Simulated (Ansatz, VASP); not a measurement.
## ScAgC6N6 in VASP and in Ansatz

```
Sc Ag C N
1.0
     0.00000    5.57823    5.57823
     5.57823    0.00000    5.57823
     5.57823    5.57823    0.00000
Sc Ag C N
1 1 6 6
Direct
  0.50000 0.50000 0.50000
  0.00000 0.00000 0.00000
  0.80147 0.19853 0.19853
  0.19853 0.80147 0.19853
  0.19853 0.19853 0.80147
  0.19853 0.80147 0.80147
  0.80147 0.19853 0.80147
  0.80147 0.80147 0.19853
  0.69697 0.30303 0.30303
  0.30303 0.69697 0.30303
  0.30303 0.30303 0.69697
  0.30303 0.69697 0.69697
  0.69697 0.30303 0.69697
  0.69697 0.69697 0.30303
```

Alike in both runs: functional PBE; k mesh 4 × 4 × 4; occupations gaussian, width 0.1 eV; collinear spin.

Ansatz relaxed the structure, and its values are those at the end. VASP's run is a single point on that final structure, the one shown.

```csv
,VASP,Ansatz
version,VASP 6.6.1,Ansatz 0.2.0
potentials or method,"VASP PAW PBE potentials, release 64 (Sc_sv, Ag, C, N), cutoff 520 eV","scalar-relativistic, plane waves, PAW"
valence electrons in the cell,76,84
```

|  | VASP | Ansatz | Ansatz less VASP |
| --- | --- | --- | --- |
| gap on the k mesh at the Fermi level (eV) | 0.66 | 0.67 | +0.010 |
| least direct gap on the mesh (eV) | 0.70 | 0.71 | +0.009 |
| pressure (GPa) | 0.5 | 0.1 | -0.41 |
| rms of the force components (eV/Å) | 0.215 | 0.002 | -0.2132 |
| net moment per atom (μB) | 0.14 | 0.14 | 0.000 |
| size of the moment on the site where the two differ most (μB) | 0.15 | 0.07 | -0.086 |

Site moments also hang on the region over which each program counts them. One of these differences is far larger than is usual between the two programs; its cause wasn't traced. With one functional, cell and mesh, what is left measures potentials, basis and numerics. VASP's potentials hold 76 valence electrons a cell and Ansatz's 84, so a difference there can come from the potentials and not from the codes.

Noted on VASP's run: the standard files for N, O and F lose accuracy on very short bonds.
